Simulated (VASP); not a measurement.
## In3Sb: single point with PBEsol+D3(BJ)

Crystal: In3Sb.

```
CELL_PARAMETERS angstrom
4.64024 0.00000 0.00000
0.00000 4.17621 0.00000
0.00000 0.00000 4.64024
ATOMIC_POSITIONS crystal
In 0.50000 0.50000 0.00000
In 0.50000 0.00000 0.50000
In 0.00000 0.50000 0.50000
Sb 0.00000 0.00000 0.00000
```

This cell differs from its parent crystal: strain -0.1000 x Voigt [0, 1, 0, 0, 0, 0].

```
Program             : VASP 6.6.1
Task                : single point
Functional          : PBEsol
Dispersion          : D3(BJ)
Potentials or basis : VASP PAW PBE potentials, release 64 (In_d, Sb)
Cutoff              : 520 eV
k mesh              : 10 × 10 × 10
Occupations         : gaussian, width 0.15 eV
Spin                : no spin polarisation
```

* Pressure: 7.5 GPa
* Band gap on the k mesh: zero (band 22 reaches 11.39 eV, above the bottom of band 23 at 5.48 eV)
* Dispersion energy per atom: -0.464 eV

Stress tensor (GPa, compression positive):
```
7.81 0.00 0.00
0.00 7.00 0.00
0.00 0.00 7.81
```

Levels at points of the mesh, in eV from the Fermi level:
| k point | band 20 | band 21 | band 22 | band 23 | band 24 | band 25 |
| --- | --- | --- | --- | --- | --- | --- |
| (0.00, 0.00, 0.00) | -3.00 | -2.87 | -1.21 | 2.04 | 2.04 | 2.85 |
| (0.50, 0.00, 0.00) | -1.57 | -1.48 | -1.23 | 0.13 | 0.88 | 1.13 |
| (0.00, 0.50, 0.00) | -2.07 | -1.68 | -0.74 | -0.74 | -0.41 | 0.25 |
| (0.50, 0.50, 0.00) | -0.98 | -0.61 | 0.18 | 0.24 | 1.07 | 1.22 |
| (0.50, 0.00, 0.50) | -0.31 | 0.80 | 1.74 | 1.74 | 2.07 | 2.07 |
| (0.50, 0.50, 0.50) | -4.72 | -4.72 | -4.63 | -4.17 | 5.73 | 5.73 |

It took 3.7 min on 1 thread of Intel(R) Xeon(R) 6975P-C (Granite Rapids) (shared host), peak memory 0.4 GiB.

Caveat: the cell differs from its parent crystal (strain -0.1000 x Voigt [0, 1, 0, 0, 0, 0]); the PAW data sets were made with another functional, which shifts forces and pressure a little; spin-orbit coupling is left out, which moves the levels of the heavy elements; pairwise dispersion overbinds metals, which lowers pressure and volume.
